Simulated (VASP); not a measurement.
Wanted: the native input for a VASP 6.6.1 run.

```yaml
Task: single point
Functional: PBE
Potentials_or_basis: VASP PAW PBE potentials, release 64 (K_sv, Cl)
Cutoff: 520 eV
k_mesh: 6 × 6 × 6
Occupations: gaussian, width 0.05 eV
Spin: no spin polarisation
Dipole_correction: no
Further_INCAR_settings: ALGO = Normal; EDIFF = 1e-06; NBANDS = 15
```

The structure of KCl lies in POSCAR:

```
KCl
1.0
    0.0000000000      3.0140755000      3.1561000000
    3.0140755000      0.0000000000      3.1561000000
    3.0140755000      3.0140755000      0.0000000000
K Cl
1 1
Direct
    0.0000000000      0.0000000000      0.0000000000
    0.5000000000      0.5000000000      0.5000000000
```

This cell differs from its parent crystal: strain -0.0450 x Voigt [1, 1, 0, 0, 0, 0].

These files were run (other wordings do the same):

INCAR

```
PREC     = Accurate       # precision mode
ENCUT    = 520            # plane-wave cutoff, eV
EDIFF    = 1E-6           # SCF threshold, eV
ISMEAR   = 0              # smearing method
SIGMA    = 0.05           # smearing width, eV
LREAL    = F              # projectors in reciprocal space
LASPH    = T              # aspherical terms in the spheres
NELM     = 100            # most SCF steps
ALGO     = Normal         # electronic algorithm
ISIF     = 2              # what is computed and relaxed
LWAVE    = F              # write WAVECAR
LCHARG   = T              # write CHGCAR
GGA      = PE             # functional
LELF     = T              # ELF
LVHAR    = T            
NBANDS   = 15             # bands
```

KPOINTS

```
Automatic mesh
0
Gamma
  6 6 6
```

Potentials or basis: VASP PAW PBE potentials, release 64 (K_sv, Cl).

Run with:

```bash
$ cat potpaw_PBE.64/K_sv/POTCAR potpaw_PBE.64/Cl/POTCAR > POTCAR
$ mpirun -np 1 vasp_std > vasp.out
```

Results of the run:

* Pressure: 2.9 GPa
* Band gap on the k mesh: 5.46 eV, direct

Caveat: the cell differs from its parent crystal (strain -0.0450 x Voigt [1, 1, 0, 0, 0, 0]).

It took 16 s on 1 thread of Intel Xeon 6975P-C (shared host), peak memory 0.18 GiB.
